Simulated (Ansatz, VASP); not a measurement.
**Two plane-wave programs on Zr7B**

The input POSCAR:

```
Zr7B
1.0
    4.3287794756      2.4992219955      2.6841531484
   -4.3287794756      2.4992219955      2.6841531484
    0.0000000000     -4.9984439910      2.6841531484
Zr B
7 1
Direct
    0.7783306284      0.6433245783      0.0766832312
    0.0766832312      0.7783306284      0.6433245783
    0.3566754217      0.9233167688      0.2216693716
    0.9233167688      0.2216693716      0.3566754217
    0.2216693716      0.3566754217      0.9233167688
    0.6433245783      0.0766832312      0.7783306284
    0.5000000000      0.5000000000      0.5000000000
    0.0000000000      0.0000000000      0.0000000000
```

Contents of INCAR.step1:

```
SYSTEM = Zr7B
ALGO = Normal ; EDIFF = 1E-5
ENCUT = 550 ; GGA = PE
GGA_COMPAT = .FALSE. ; ISMEAR = 0
LASPH = .TRUE. ; LCHARG = .FALSE.
LREAL = .FALSE. ; LWAVE = .TRUE.
NBANDS = 54 ; NELM = 120
PREC = Accurate ; SIGMA = 0.1
```

File INCAR.step2:

```
SYSTEM = Zr7B
ALGO = Normal ; EDIFF = 1E-6
ENCUT = 550 ; GGA_COMPAT = .FALSE.
ISIF = 2 ; ISMEAR = 0
ISTART = 1 ; LASPH = .TRUE.
LCHARG = .FALSE. ; LMIXTAU = .TRUE.
LREAL = .FALSE. ; LWAVE = .FALSE.
METAGGA = R2SCAN ; NBANDS = 54
NELM = 120 ; PREC = Accurate
SIGMA = 0.1
```

KPOINTS

```
k-points
0
G
  6 6 6
  0 0 0
```

Input for Ansatz:

```yaml
crystal:
  lattice:
    - [4.3287794756, 2.4992219955, 2.6841531484]
    - [-4.3287794756, 2.4992219955, 2.6841531484]
    - [0.0, -4.998443991, 2.6841531484]
  atoms:
    - { symbol: Zr, position: [0.7783306284, 0.6433245783, 0.0766832312] }
    - { symbol: Zr, position: [0.0766832312, 0.7783306284, 0.6433245783] }
    - { symbol: Zr, position: [0.3566754217, 0.9233167688, 0.2216693716] }
    - { symbol: Zr, position: [0.9233167688, 0.2216693716, 0.3566754217] }
    - { symbol: Zr, position: [0.2216693716, 0.3566754217, 0.9233167688] }
    - { symbol: Zr, position: [0.6433245783, 0.0766832312, 0.7783306284] }
    - { symbol: Zr, position: [0.5, 0.5, 0.5] }
    - { symbol: B, position: [0.0, 0.0, 0.0] }
basis:
  ecutwfc: 500
kpoints:
  mp_grid: { grid: [6, 6, 6] }
hamiltonian:
  xc: r2scan
scf:
  occupations: { method: gaussian, width: 0.1 }
output:
  forces: true
  stress: true
  eigenvalues: true
```

Alike in both runs: task single point; functional r2SCAN; k mesh 6 × 6 × 6; occupations gaussian, width 0.1 eV; no spin polarisation.

|  | VASP | Ansatz |
| --- | --- | --- |
| version | VASP 6.6.1 | Ansatz 0.2.0 |
| potentials or method | VASP PAW PBE potentials, release 64 (Zr_sv, B), cutoff 550 eV | scalar-relativistic, plane waves, PAW |
| valence electrons in the cell | 87 | 87 |

```csv
,VASP,Ansatz,Ansatz less VASP
gap on the k mesh at the Fermi level (eV),none,none,-
pressure (GPa),0.7,0.6,-0.02
"traceless stress, the component that is largest in VASP (GPa)",-0.14,-0.14,+0.006
rms of the force components (eV/Å),0.011,0.010,-0.0002
```

VASP's potentials were made for PBE, not for r2SCAN. Atom by atom the forces differ by 0.004 eV/Å (rms over components). A gap of «none» marks a metal or a gap that the smearing closes.
